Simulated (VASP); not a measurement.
Input of a VASP 6.6.1 run:

File INCAR:

```
SYSTEM = Rb
  PREC = Accurate
  ENCUT = 600
  EDIFF = 1E-6
  ISMEAR = 0
  SIGMA = 0.05
  LREAL = .False.
  LASPH = .True.
  NELM = 100
  ALGO = Fast
  ISIF = 3
  LWAVE = .False.
  LCHARG = .False.
  GGA = PE
  IBRION = 2
  NSW = 80
  EDIFFG = -0.03
```

File KPOINTS:

```
regular mesh
0
Gamma
  6 6 4
  0 0 0
```

Contents of POSCAR:

```
Rb
1.0
    4.9797773258      0.0000000000      0.0000000000
   -2.4898886629      4.3126136693      0.0000000000
    0.0000000000      0.0000000000      8.1336362988
Rb
2
Direct
    0.3333333333      0.6666666667      0.7500000000
    0.6666666667      0.3333333333      0.2500000000
```

Potentials or basis: VASP PAW PBE potentials, release 64 (Rb_sv).

Run with:

```console
$ cat potpaw_PBE.64/Rb_sv/POTCAR > POTCAR
$ mpirun -np 1 vasp_std > vasp.out
```

(1) What does it give for the space group after relaxing (to 0.1 Å)?

(2) Estimate the relaxed cell.

(3) Predict the relaxed volume.

## Answers

(1) P6_3/mmc (No. 194).

(2) a = 5.091 Å, b = 5.091 Å, c = 8.142 Å, α = 90.00°, β = 90.00°, γ = 120.00°.

(3) 91.36 Å³/atom.
